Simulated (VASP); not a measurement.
Nd2AlAs3, 6 atoms in the cell. Symmetry: P-6m2, No. 187, hexagonal system. The conventional cell has a = 4.444 Å, b = 4.444 Å, c = 8.829 Å, α = 90.00°, β = 90.00°, γ = 120.00°. Nd (site symmetry 3m) has 3 Al at 3.36 Å and 9 As at 3.36 to 3.41 Å and 8 Nd at 4.33 to 4.50 Å within 4.6 Å. Within 3.4 Å of Al (site symmetry -6m2) lie 3 As at 2.57 Å and 6 Nd at 3.36 Å. Within 3.5 Å of As (site symmetry -6m2) lie 3 As at 2.57 Å and 6 Nd at 3.41 Å. As (site symmetry -6m2) has 3 Al at 2.57 Å and 6 Nd at 3.36 Å within 3.4 Å. Within 3.5 Å of As (site symmetry -6m2) lie 3 As at 2.57 Å and 6 Nd at 3.41 Å. The cell was generated, and may not be a known phase.

- Program: VASP 6.6.1
- Task: single point
- Functional: PBE
- Potentials or basis: VASP PAW PBE potentials, release 64 (Nd, Al, As)
- Cutoff: 690 eV
- k mesh: 6 × 6 × 2
- Occupations: gaussian, width 0.1 eV
- Spin: no spin polarisation
- Dipole correction: no
- Second try: not_converged
- Further INCAR settings: ALGO = All; EDIFF = 1e-06; NBANDS = 32

Potentials or basis: VASP PAW PBE potentials, release 64 (Nd, Al, As).

The run is started by

```sh
$ cat potpaw_PBE.64/Nd/POTCAR potpaw_PBE.64/Al/POTCAR potpaw_PBE.64/As/POTCAR > POTCAR
$ mpirun -np 4 vasp_std > vasp.out
```

Hardware: 4 MPI ranks on AMD EPYC 7R13 Processor (Zen 3) (shared host).

Q: Estimate the wall time of this run.

A: Run time: 11 min on 4 MPI ranks on AMD EPYC 7R13 Processor (Zen 3), with other jobs on the host, peak memory 0.48 GiB a rank. Counts: scf iterations 215, k points 14.
